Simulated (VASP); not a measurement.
Here is a VASP 6.6.1 calculation.

File INCAR:

```
SYSTEM = Na3SF
PREC = Accurate
ENCUT = 520
EDIFF = 1E-6
ISMEAR = 0
SIGMA = 0.1
LREAL = .FALSE.
LASPH = .TRUE.
NELM = 80
ALGO = Normal
ISIF = 2
LWAVE = .FALSE.
LCHARG = .FALSE.
GGA = PE
NBANDS = 45
```

The input KPOINTS:

```
regular mesh
0
G
  3 3 3
  0 0 0
```

The input POSCAR:

```
Na3SF
1.0
    3.2091497146      1.8528034516      5.0340946232
   -3.2091497146      1.8528034516      5.0340946232
    0.0000000000     -3.7056069032      5.0340946232
Na S F
6 2 2
Direct
    0.8158096380      0.2500000000      0.6841903620
    0.6841903620      0.8158096380      0.2500000000
    0.2500000000      0.6841903620      0.8158096380
    0.1841903620      0.7500000000      0.3158096380
    0.3158096380      0.1841903620      0.7500000000
    0.7500000000      0.3158096380      0.1841903620
    0.7500000000      0.7500000000      0.7500000000
    0.2500000000      0.2500000000      0.2500000000
    0.5000000000      0.5000000000      0.5000000000
    0.0000000000      0.0000000000      0.0000000000
```

Potentials or basis: VASP PAW PBE potentials, release 64 (Na_pv, S, F).

The run is started by

```sh
$ cat potpaw_PBE.64/Na_pv/POTCAR potpaw_PBE.64/S/POTCAR potpaw_PBE.64/F/POTCAR > POTCAR
$ mpirun -np 1 vasp_std > vasp.out
```

(1) What does it give for the band gap on the k mesh?

(2) What does it give for the pressure?

## Answers

(1) 2.43 eV, indirect (least direct gap 2.49 eV).

(2) 0.0 GPa.
